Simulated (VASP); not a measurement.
Wanted: the native input for a VASP 6.6.1 run.

```yaml
Task: single point
Functional: r2SCAN
Potentials_or_basis: VASP PAW PBE potentials, release 64 (B_h, N_h)
Cutoff: 910 eV
k_mesh: 12 × 12 × 12
Occupations: gaussian, width 0.01 eV
Spin: no spin polarisation
Dipole_correction: no
Second_run: hard_potentials
Further_INCAR_settings: ALGO = Normal; EDIFF = 1e-06; NBANDS = 11
```

The system is BN.

```
CELL_PARAMETERS angstrom
0.02794 1.79667 1.79667
1.79667 0.02794 1.79667
1.79667 1.79667 0.02794
ATOMIC_POSITIONS crystal
B 0.00014 0.00014 0.00014
N 0.24986 0.24986 0.24986
```

This cell differs from its parent crystal: epitaxial 111 strain -2.0%.

One way to write it, as run:

POSCAR

```
BN
1.0
    0.0279397916      1.7966687473      1.7966687473
    1.7966687473      0.0279397916      1.7966687473
    1.7966687473      1.7966687473      0.0279397916
B N
1 1
Direct
    0.0001412061      0.0001412061      0.0001412061
    0.2498587939      0.2498587939      0.2498587939
```

INCAR.step1

```
SYSTEM = BN
PREC = Accurate
ENCUT = 910
ISMEAR = 0
SIGMA = 0.01
LREAL = .False.
LASPH = .True.
NELM = 120
NBANDS = 11
GGA = PE
ALGO = Normal
EDIFF = 1E-5
LWAVE = .True.
LCHARG = .False.
GGA_COMPAT = .False.
```

INCAR.step2

```
SYSTEM = BN
PREC = Accurate
ENCUT = 910
EDIFF = 1E-6
ISMEAR = 0
SIGMA = 0.01
LREAL = .False.
LASPH = .True.
NELM = 120
ALGO = Normal
ISIF = 2
LWAVE = .False.
LCHARG = .True.
METAGGA = R2SCAN
LMIXTAU = .True.
LELF = .True.
LVHAR = .True.
NBANDS = 11
ISTART = 1
GGA_COMPAT = .False.
```

KPOINTS

```
regular mesh
0
Gamma
  12 12 12
  0 0 0
```

Potentials or basis: VASP PAW PBE potentials, release 64 (B_h, N_h).

Run with:

```console
$ cat potpaw_PBE.64/B_h/POTCAR potpaw_PBE.64/N_h/POTCAR > POTCAR
$ cp INCAR.step1 INCAR
$ mpirun -np 1 vasp_std > vasp.out
$ cp INCAR.step2 INCAR
$ mpirun -np 1 vasp_std > vasp.out
```

It gave:

- Pressure: 15.2 GPa
- Band gap on the k mesh: 4.98 eV, indirect (least direct gap 9.15 eV)

Caveat: the cell differs from its parent crystal (epitaxial 111 strain -2.0%); the cutoff is under 1.25 times the usual one of these potentials, so pressure, stress and relaxed cells hold a basis-set (Pulay) error; the PAW data sets were made with another functional, which shifts forces and pressure a little.

It took 110 s on 1 thread of Intel(R) Xeon(R) 6975P-C (Granite Rapids) (shared host), peak memory 0.19 GiB.
